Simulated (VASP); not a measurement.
Runs of VASP 6.6.1 on ZnO. The structure is that of space group P6_3mc (No. 186), or close to it. The cells are those of the table. 

| task | level | potentials or basis | cell | k mesh | cutoff (eV) | smearing | gap on the mesh (eV) | pressure (GPa) | relaxed volume (Å³/atom) |
| --- | --- | --- | --- | --- | --- | --- | --- | --- | --- |
| single point | r2SCAN | VASP PAW PBE potentials, release 64 (Zn, O) | a = 3.235, b = 3.235, c = 5.211 Å, angles 90.0, 90.0, 120.0°, 4 atoms | 12 × 12 × 6 | 520 | gaussian 0.01 eV | 1.23 | 1.0 | - |
| single point | PBE | VASP PAW PBE potentials, release 64 (Zn, O) | a = 3.235, b = 3.235, c = 5.211 Å, angles 90.0, 90.0, 120.0°, 4 atoms | 12 × 12 × 6 | 520 | fermi-dirac 0.02 eV | (a) | 7.2 | - |
| relaxation of cell and atoms | PBE | VASP PAW PBE potentials, release 64 (Zn, O) | relaxed from a = 2.807, b = 2.807, c = 4.584 Å, angles 90.0, 90.0, 120.0°, 4 atoms | 12 × 12 × 6 | 600 | fermi-dirac 0.02 eV | 0.73 | 0.0 | 12.29 |
| relaxation of cell and atoms | PBEsol | VASP PAW PBE potentials, release 64 (Zn, O) | relaxed from a = 3.279, b = 3.279, c = 5.294 Å, angles 90.0, 90.0, 120.0°, 4 atoms | 12 × 12 × 4 | 600 | fermi-dirac 0.02 eV | 0.68 | 0.0 | (d) |
| single point | PBE | VASP PAW PBE potentials, release 64 (Zn, O) | a = 3.279, b = 3.279, c = 5.294 Å, angles 90.0, 90.0, 120.0°, 4 atoms | 12 × 12 × 6 | 520 | fermi-dirac 0.02 eV | 0.73 | 0.9 | - |
| single point | LDA | VASP PAW LDA potentials, release 64 (Zn, O) | a = 3.235, b = 3.235, c = 5.211 Å, angles 90.0, 90.0, 120.0°, 4 atoms | 12 × 12 × 6 | 520 | gaussian 0.01 eV | (c) | -5.0 | - |
| single point | LDA | VASP PAW LDA potentials, release 64 (Zn, O) | a = 3.187, b = 3.187, c = 5.153 Å, angles 90.0, 90.0, 120.0°, 4 atoms | 12 × 12 × 4 | 520 | fermi-dirac 0.02 eV | 0.81 | (b) | - |
| single point | PBEsol | VASP PAW PBE potentials, release 64 (Zn, O) | a = 3.231, b = 3.231, c = 5.213 Å, angles 90.0, 90.0, 120.0°, 4 atoms | 12 × 12 × 4 | 520 | fermi-dirac 0.02 eV | 0.69 | 0.7 | - |
| single point | r2SCAN | VASP PAW PBE potentials, release 64 (Zn, O) | a = 3.235, b = 3.235, c = 5.211 Å, angles 90.0, 90.0, 120.0°, 4 atoms | 12 × 12 × 4 | 520 | fermi-dirac 0.02 eV | 1.23 | 1.0 | - |

Alike in all rows: no spin polarisation.

Task: Fill in the values left out.

Result: (a) 0.79; (b) 1.1; (c) 0.75; (d) 11.84.

Caveats: the PAW data sets were made with another functional, which shifts forces and pressure a little (some runs); the volume moved by over 15 % at a fixed basis, so the end points are rough (some runs).

